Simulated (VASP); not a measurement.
Set up this calculation in VASP 6.6.1, as the native input.

```
Task                   : single point
Functional             : LDA
Potentials or basis    : VASP PAW LDA potentials, release 64 (La, O)
Cutoff                 : 520 eV
k mesh                 : 12 × 12 × 4
Occupations            : gaussian, width 0.01 eV
Spin                   : no spin polarisation
Dipole correction      : no
Further INCAR settings : ALGO = Normal; EDIFF = 1e-07; NBANDS = 28
```

The structure of La2O3 lies in POSCAR:

```
La2O3
1.0
    3.9350929413      0.0000000000      0.0000000000
   -1.9675464707      3.4078904534      0.0000000000
    0.0000000000      0.0000000000      6.1262268541
La O
2 3
Direct
    0.3333333333      0.6666666667      0.2461581727
    0.6666666667      0.3333333333      0.7538418273
    0.0000000000      0.0000000000      0.0000000000
    0.3333333333      0.6666666667      0.6461107659
    0.6666666667      0.3333333333      0.3538892341
```

The input as run:

INCAR

```
ALGO = Normal
EDIFF = 1E-7
ENCUT = 520
ISIF = 2
ISMEAR = 0
LASPH = True
LCHARG = False
LREAL = False
LWAVE = False
NBANDS = 28
NELM = 60
PREC = Accurate
SIGMA = 0.01
```

KPOINTS

```
k-points
0
Gamma
  12 12 4
```

Potentials or basis: VASP PAW LDA potentials, release 64 (La, O).

Command:

```bash
$ cat potpaw_LDA.64/La/POTCAR potpaw_LDA.64/O/POTCAR > POTCAR
$ mpirun -np 1 vasp_std > vasp.out
```

It gave:

The pressure is -6.9 GPa, the largest force is 0.198 eV/Å and the band gap on the k mesh is 3.72 eV (least direct gap 3.82 eV).

Caveat: the cell stands under tension; spin-orbit coupling is left out, which moves the levels of the heavy elements.

Wall time 3.2 min on 1 thread of Intel(R) Xeon(R) Platinum 8259CL CPU @ 2.50GHz (Skylake/Cascade Lake) (shared host), peak memory 0.28 GiB.
